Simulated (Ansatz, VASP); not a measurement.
Ge2Sb2Te5 in VASP and in Ansatz

```
Te Sb Ge
1.0
     4.20330    0.00052    0.00043
    -2.10119    3.64042   -0.00043
     2.10326   -1.21432   17.98498
Te Sb Ge
5 2 2
Direct
  0.00000 0.00000 0.00000
  0.59730 0.40270 0.20782
  0.19526 0.80474 0.41405
  0.80474 0.19526 0.58595
  0.40270 0.59730 0.79218
  0.29629 0.70371 0.11103
  0.70371 0.29629 0.88897
  0.88888 0.11112 0.33338
  0.11112 0.88888 0.66662
```

Alike in both runs: task single point; functional PBE; k mesh 10 × 10 × 2; occupations gaussian, width 0.03 eV; no spin polarisation.

```csv
,VASP,Ansatz
version,VASP 6.6.1,Ansatz 0.2.0
potentials or method,"VASP PAW PBE potentials, release 64 (Te, Sb, Ge_d)","scalar-relativistic, plane waves, PAW"
plane-wave cutoff (eV),520,420
valence electrons in the cell,68,138
```

VASP gave:

- gap on the k mesh at the Fermi level (eV): 0.04
- least direct gap on the mesh (eV): 0.15

**Question.** What did Ansatz give for the same quantities?

**Answer.** gap on the k mesh at the Fermi level (eV): 0.05; least direct gap on the mesh (eV): 0.16.

VASP's potentials hold 68 valence electrons a cell and Ansatz's 138, so a difference there can come from the potentials and not from the codes. Ansatz's warnings: optics on partly filled bands.

Neither program's run includes spin-orbit coupling.
